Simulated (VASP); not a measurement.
Here is a VASP 6.6.1 calculation.

Contents of INCAR:

```
PREC = Accurate ; ENCUT = 520
EDIFF = 1E-8 ; ISMEAR = -1
SIGMA = 0.05 ; LREAL = F
LASPH = T ; NELM = 60
ALGO = Normal ; ISIF = 2
LWAVE = F ; LCHARG = F
GGA = CA ; LEFG = T
NBANDS = 21
```

KPOINTS

```
Automatic mesh
0
Gamma
  8 8 8
```

Contents of POSCAR:

```
Pb
1.0
    0.0000000000      3.4100995290      3.4100995290
    3.4100995290      0.0000000000      3.4100995290
    3.4100995290      3.4100995290      0.0000000000
Pb
2
Direct
    0.0000000000      0.0000000000      0.0000000000
    0.2500000000      0.2500000000      0.2500000000
```

Potentials or basis: VASP PAW LDA potentials, release 64 (Pb_d).

Run with:

```bash
$ cat potpaw_LDA.64/Pb_d/POTCAR > POTCAR
$ mpirun -np 1 vasp_std > vasp.out
```

**Question.** Estimate the pressure.

**Answer.** 0.1 GPa.

**Question.** Predict the band gap on the k mesh.

**Answer.** Zero (band 14 reaches 4.70 eV, above the bottom of band 15 at 3.50 eV).

Caveat: without QUAD_EFG the Cq values of the log hold for a quadrupole moment of 1 mb, not for the nuclei; spin-orbit coupling is left out, which moves the levels of the heavy elements.
